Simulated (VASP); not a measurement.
# Te (P3_121) in VASP: a series of runs, part 2 of 2

VASP 6.6.1. Earlier steps stand in the parts before.

## Step 3: Relaxation of cell and atoms, PBE

This run uses another cell than the first one, of 36.06 Å³/atom.

The input, INCAR:

```
SYSTEM = Te
PREC = Accurate ; ENCUT = 600
EDIFF = 1E-6 ; ISMEAR = 0
SIGMA = 0.02 ; LREAL = .FALSE.
LASPH = .TRUE. ; NELM = 80
ALGO = Normal ; ISIF = 3
LWAVE = .FALSE. ; LCHARG = .FALSE.
GGA = PE ; IBRION = 2
NSW = 100 ; EDIFFG = -0.005
```

The input, KPOINTS:

```
Automatic mesh
0
G
  9 9 6
  0 0 0
```

The input, POSCAR:

```
Te
1.0
    4.6013525159      0.0000000000      0.0000000000
   -2.3006762580      3.9848881706      0.0000000000
    0.0000000000      0.0000000000      5.9000620010
Te
3
Direct
    0.2566971700      0.0000000000      0.3333333300
    0.0000000000      0.2566971700      0.6666666700
    0.7433028300      0.7433028300      0.0000000000
```

Potentials or basis: VASP PAW PBE potentials, release 64 (Te).

Run with:

```sh
$ cat potpaw_PBE.64/Te/POTCAR > POTCAR
$ mpirun -np 1 vasp_std > vasp.out
```

OUTCAR:

```text
SYSTEM = Te
   PREC = Accurate
   ENCUT = 600
   EDIFF = 1E-6
   ISMEAR = 0
   LREAL = .FALSE.
   LASPH = .TRUE.
   NELM = 80
   ISIF = 3
   GGA = PE
   IBRION = 2
   NSW = 100
   EDIFFG = -0.005

 ion  position               nearest neighbor table
   1  0.257  0.000  0.333-   3 2.84   2 2.84   3 3.59   3 3.59   2 3.59   2 3.59
   2  0.000  0.257  0.667-   3 2.84   1 2.84   3 3.59   3 3.59   1 3.59   1 3.59
   3  0.743  0.743  0.000-   1 2.84   2 2.84   2 3.59   1 3.59   2 3.59   1 3.59

  LATTYP: Found a hexagonal cell.
 ALAT       =     4.6013525159
 C/A-ratio  =     1.2822451617

  Lattice vectors:

 A1 = (   4.6013525159,   0.0000000000,   0.0000000000)
 A2 = (  -2.3006762580,   3.9848881706,   0.0000000000)
 A3 = (   0.0000000000,   0.0000000000,   5.9000620010)

Analysis of symmetry for initial positions (statically):
=====================================================================
 Subroutine PRICEL returns:
 Original cell was already a primitive cell.

 Routine SETGRP: Setting up the symmetry group for a
 hexagonal supercell.

 Subroutine GETGRP returns: Found  6 space group operations
 (whereof  2 operations were pure point group operations)
 out of a pool of 24 trial point group operations.

The static configuration has the point symmetry C_2 .
 The point group associated with its full space group is D_3 .

Analysis of symmetry for dynamics (positions and initial velocities):
[... 287 lines left out ...]
      6       2.4950      2.00000
      7       3.6763      2.00000
      8       3.6763      2.00000
      9       4.5555      2.00000
     10       6.2937      0.00000
     11       6.2937      0.00000
     12       6.8027      0.00000
     13      10.3430      0.00000
[... 356 lines left out ...]
      2      -5.6657      2.00000
      3      -4.3549      2.00000
      4       0.7543      2.00000
      5       1.2478      2.00000
      6       2.1185      2.00000
      7       3.4700      2.00000
      8       4.1287      2.00000
      9       4.7137      2.00000
     10       6.1724      0.00000
     11       6.7273      0.00000
     12       7.0562      0.00000
     13       9.2373      0.00000

 [... further k-points ...]

[... ionic steps 4 to 8 ...]

--------------------------------------- Ionic step        9  -------------------------------------------

 number of electron      17.9999999 magnetization

------------------------ aborting loop because EDIFF is reached ----------------------------------------
[... 69 lines left out ...]
--------------------------------------- Ionic step       11  -------------------------------------------

 number of electron      17.9999999 magnetization

 Free energy of the ion-electron system (eV)
  ---------------------------------------------------
  ext. energy  EPLUGINS =         0.00000000
  ---------------------------------------------------
  free energy    TOTEN  =        -9.43163397 eV

  energy without entropy =       -9.43163397  energy(sigma->0) =       -9.43163397

 E-fermi :   5.6448     XC(G=0):  -8.9307

 val. band max:        5.5449283836   @ k =   0.3333   0.3333   0.5000
 cond. band min:       5.7539524492   @ k =   0.3333   0.3333   0.5000
 fundamental gap:      0.2090240656
 Fermi energy:         5.6448188549

 k-point     1 :       0.0000    0.0000    0.0000
  band No.  band energies     occupation
      1      -7.8294      2.00000
      2      -4.6627      2.00000
      3      -4.6627      2.00000
      4       2.5789      2.00000
      5       2.8435      2.00000
      6       2.8435      2.00000
      7       3.9335      2.00000
      8       3.9335      2.00000
      9       4.7385      2.00000
     10       6.5418      0.00000
     11       6.5418      0.00000
     12       7.1005      0.00000
     13      10.5944      0.00000
[... 398 lines left out ...]
  FREE ENERGIE OF THE ION-ELECTRON SYSTEM (eV)
  ---------------------------------------------------
  free  energy   TOTEN  =        -9.4316339746 eV

  energy  without entropy=       -9.4316339746  energy(sigma->0) =       -9.43163397

 reached required accuracy - stopping structural energy minimisation
```

OSZICAR:

```text
N       E                     dE             d eps       ncg     rms          rms(c)
DAV:   1     0.839966324821E+02    0.83997E+02   -0.69879E+03  1612   0.122E+03
DAV:   2    -0.338796918093E+01   -0.87385E+02   -0.83983E+02  2161   0.162E+02
DAV:   3    -0.932598492090E+01   -0.59380E+01   -0.58928E+01  1972   0.476E+01
DAV:   4    -0.944056153051E+01   -0.11458E+00   -0.11445E+00  1982   0.786E+00
[... 85 lines left out ...]
DAV:   1    -0.943199072022E+01   -0.44386E-03   -0.33350E-02  1612   0.945E-01    0.140E-01
DAV:   2    -0.943174586458E+01    0.24486E-03   -0.89900E-04  1702   0.193E-01    0.593E-02
DAV:   3    -0.943164035773E+01    0.10551E-03   -0.19480E-04  1842   0.782E-02    0.402E-02
DAV:   4    -0.943163468121E+01    0.56765E-05   -0.18879E-05  1792   0.259E-02    0.342E-02
DAV:   5    -0.943163397463E+01    0.70658E-06   -0.57031E-06  1632   0.154E-02
  11 F= -.94316340E+01 E0= -.94316340E+01  d E =-.343795E-03
```

CONTCAR:

```text
Te
   1.00000000000000
     4.5137704590011634    0.0000000000011023   -0.0000000000000001
    -2.2568852295486761    3.9090398844057490    0.0000000000000000
    -0.0000000000000000   -0.0000000000000000    5.9565792132037814
  Te
     3
Direct
     0.2691139038823401    0.9999999999999992    0.3333333300000021
     0.0000000000000003    0.2691139038823422    0.6666666699999979
     0.7308860961176594    0.7308860961176583    0.0000000000000000

  0.00000000E+00  0.00000000E+00  0.00000000E+00
  0.00000000E+00  0.00000000E+00  0.00000000E+00
  0.00000000E+00  0.00000000E+00  0.00000000E+00
```

Run time: 12 min. Hardware: 1 thread of Oxide Virtual Turin-like, shared host; peak memory 0.29 GiB.

What came out:

```yaml
Free_energy: -9.4316 eV
Relaxed_volume: 35.03 Å³/atom
Relaxed_cell: a = 4.514 Å, b = 4.514 Å, c = 5.957 Å, α = 90.00°, β = 90.00°, γ = 120.00°
Space_group_after_relaxing_to_0.1_Å: P3_121 (No. 152)
Energy_gained_by_relaxing: 5.0 meV/atom
Ionic_steps: 11
Pressure_after_relaxing: 0.0 GPa
Largest_force_after_relaxing: 0.003 eV/Å
Band_gap_on_the_k_mesh: 0.21 eV
```

Forces on the atoms (eV/Å):
```
Te  -0.003  0.000  0.000
Te   0.002 -0.003  0.000
Te   0.002  0.003  0.000
```

Step by step:
```tsv
step	energy change (eV)	largest force (eV/Å)	pressure (GPa)	volume (Å³)
1	0.0000	0.2187	0.56	108.18
2	-0.0040	0.0277	-0.57	110.16
3	-0.0050	0.0848	-0.23	109.53
4	-0.0070	0.0759	-0.20	109.04
5	-0.0116	0.0508	-0.09	107.57
6	-0.0142	0.0080	0.24	104.66
7	-0.0144	0.0170	0.21	105.33
8	-0.0134	0.0711	-0.42	105.80
9	-0.0148	0.0136	-0.04	105.49
10	-0.0151	0.0087	-0.03	105.31
11	-0.0151	0.0033	-0.01	105.10
```

Final structure:
```
Te
1.0
     4.51377    0.00000    0.00000
    -2.25689    3.90904    0.00000
     0.00000    0.00000    5.95658
Te
3
Cartesian
  -1.0422 3.9090 1.9855
  -0.6074 1.0520 3.9711
  1.6495 2.8571 0.0000
```

Levels at points of the mesh, in eV from the valence-band top:
```
           k point  band 7  band 8  band 9  band 10  band 11  band 12
(0.00, 0.00, 0.00)   -1.61   -1.61   -0.81     1.00     1.00     1.56
(0.00, 0.00, 0.50)   -1.26   -1.00   -1.00     0.47     0.47     0.50
```

Caveat: spin-orbit coupling is left out, which moves the levels of the heavy elements. A k mesh can miss the band edges.
